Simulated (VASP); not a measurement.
Set up this calculation in VASP 6.6.1, as the native input.

| Quantity | Value |
| --- | --- |
| Task | single point |
| Functional | PBEsol |
| Potentials or basis | VASP PAW PBE potentials, release 64 (Si, C) |
| Cutoff | 520 eV |
| k mesh | 2 × 2 × 2 |
| Occupations | fermi-dirac, width 0.05 eV |
| Spin | collinear spin |
| Starting moments | [0.0, 0.0, 0.0, 0.0, 0.0, 0.0, 0.0, 0.0, 0.0, 0.0, 0.0, 0.0, 0.0, 0.0, 0.0, 0.0, 1.0] μB |
| Dipole correction | no |
| Further INCAR settings | LREAL = Auto; ALGO = Normal; EDIFF = 1e-06; NBANDS = 52 |

The structure of Si16C (a cell with a defect) lies in POSCAR:

```
Si16C
1.0
    0.0000000000      5.4300000000      5.4300000000
    5.4300000000      0.0000000000      5.4300000000
    5.4300000000      5.4300000000      0.0000000000
Si C
16 1
Direct
   -0.0275506446      0.0452670350     -0.0091896869
    0.0755801105      0.2061694291      0.0766850829
   -0.0404972376      0.0863904236      0.4666482505
    0.0923388582      0.1855616943      0.6067403315
   -0.0205709024      0.5839410681     -0.0806629834
    0.1555709024      0.6685174954      0.0280202578
    0.0098434622      0.5619981584      0.4571362799
    0.1231491713      0.7094659300      0.5468876611
    0.4409484346     -0.0173020258      0.0097697974
    0.6318876611     -0.0001933702      0.1648710866
    0.4720810313     -0.0064272560      0.5559300184
    0.6092909761      0.0919613260      0.6615009208
    0.5357550645      0.3895119705      0.0897329650
    0.6204880295      0.5983701657      0.1437661142
    0.4836832413      0.4501473297      0.5377900552
    0.6635819521      0.6208195212      0.6158471455
    0.4404143646      0.5573756906      0.8594198895
```

These files were run (other wordings do the same):

INCAR

```
SYSTEM = Si16C
PREC     = Accurate       ! precision mode
ENCUT    = 520            ! plane-wave cutoff, eV
EDIFF    = 1E-6           ! SCF threshold, eV
ISMEAR   = -1             ! smearing method
SIGMA    = 0.05           ! smearing width, eV
LREAL    = Auto         
LASPH    = .True.         ! aspherical terms in the spheres
NELM     = 150            ! most SCF steps
ALGO     = Normal         ! electronic algorithm
ISIF     = 2              ! what is computed and relaxed
LWAVE    = .False.        ! write WAVECAR
LCHARG   = .True.         ! write CHGCAR
ISPIN    = 2              ! spin polarisation
MAGMOM   = 0 0 0 0 0 0 0 0 0 0 0 0 0 0 0 0 1 ! initial moments
LORBIT   = 11             ! projections on sites
GGA      = PS             ! functional
LELF     = .True.         ! ELF
LVHAR    = .True.       
NBANDS   = 52             ! bands
```

KPOINTS

```
Automatic mesh
0
Gamma
  2 2 2
  0 0 0
```

Potentials or basis: VASP PAW PBE potentials, release 64 (Si, C).

Command:

```sh
$ cat potpaw_PBE.64/Si/POTCAR potpaw_PBE.64/C/POTCAR > POTCAR
$ mpirun -np 1 vasp_std > vasp.out
```

It gave:

| Quantity | Value |
| --- | --- |
| Pressure | -0.1 GPa |
| Largest force | 3.488 eV/Å |
| Band gap on the k mesh | zero (filled and empty bands overlap) |
| Net moment | 0.00 μB per cell |
| Valence electrons inside the program's atomic spheres | Si 1.67, 1.68, 1.65, 1.60, 1.69, 1.70, 1.61, 1.78, 1.64 (each value once); C 2.39 |

Caveat: the k points lie up to 0.50 Å⁻¹ apart, too coarse for converged energies and pressures of a metal; the atoms stand as in a frame of molecular dynamics; the PAW data sets were made with another functional, which shifts forces and pressure a little.

Wall time 4.5 min on 1 thread of Intel(R) Xeon(R) 6975P-C (Granite Rapids), on a shared host, peak memory 0.7 GiB.
